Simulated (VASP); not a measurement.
Input of a VASP 6.6.1 run:

POSCAR

```
Ge
1.0
   -1.5976249096      1.5976249096      1.8606079433
    1.5976249096     -1.5976249096      1.8606079433
    1.5976249096      1.5976249096     -1.8606079433
Ge
1
Direct
    0.5000000000      0.5000000000      0.0000000000
```

INCAR.step1

```
SYSTEM = Ge
PREC     = Accurate       ! precision mode
ENCUT    = 520            ! plane-wave cutoff, eV
EDIFF    = 1E-5           ! SCF threshold, eV
ISMEAR   = -1             ! smearing method
SIGMA    = 0.05           ! smearing width, eV
LREAL    = .False.        ! projectors in reciprocal space
LASPH    = .True.         ! aspherical terms in the spheres
NELM     = 100            ! most SCF steps
ALGO     = Normal         ! electronic algorithm
ISIF     = 2              ! what is computed and relaxed
LWAVE    = .True.         ! write WAVECAR
GGA      = PE             ! functional
NBANDS   = 13             ! bands
```

INCAR.step2

```
SYSTEM = Ge
PREC     = Accurate       ! precision mode
ENCUT    = 520            ! plane-wave cutoff, eV
EDIFF    = 1E-6           ! SCF threshold, eV
ISMEAR   = -1             ! smearing method
SIGMA    = 0.05           ! smearing width, eV
LREAL    = .False.        ! projectors in reciprocal space
LASPH    = .True.         ! aspherical terms in the spheres
NELM     = 100            ! most SCF steps
ALGO     = Normal         ! electronic algorithm
ISIF     = 2              ! what is computed and relaxed
LWAVE    = .False.        ! write WAVECAR
LCHARG   = .True.         ! write CHGCAR
GGA      = PE             ! functional
LHFCALC  = .True.         ! exact exchange
HFSCREEN = 0.2079         ! screening, 1/A
PRECFOCK = Normal       
LELF     = .True.         ! ELF
LVHAR    = .True.       
ISTART   = 1            
NBANDS   = 13             ! bands
```

Contents of KPOINTS:

```
Automatic mesh
0
Gamma
  6 6 6
  0 0 0
```

Potentials or basis: VASP PAW PBE potentials, release 64 (Ge_d).

The run is started by

```bash
$ cat potpaw_PBE.64/Ge_d/POTCAR > POTCAR
$ cp INCAR.step1 INCAR
$ mpirun -np 1 vasp_std > vasp.out
$ cp INCAR.step2 INCAR
$ mpirun -np 1 vasp_std > vasp.out
```

Q: Predict the band gap on the k mesh.

A: Zero (bands 7 and 8 overlap by 12.99 eV).

Q: Predict the pressure.

A: 0.1 GPa.

Stress tensor (GPa, compression positive):
```
 3.71  0.00  0.00
 0.00  3.71  0.00
 0.00  0.00 -7.03
```

Caveat: the k points lie up to 0.43 Å⁻¹ apart, too coarse for converged energies and pressures of a metal; the PAW data sets were made with another functional, which shifts forces and pressure a little.
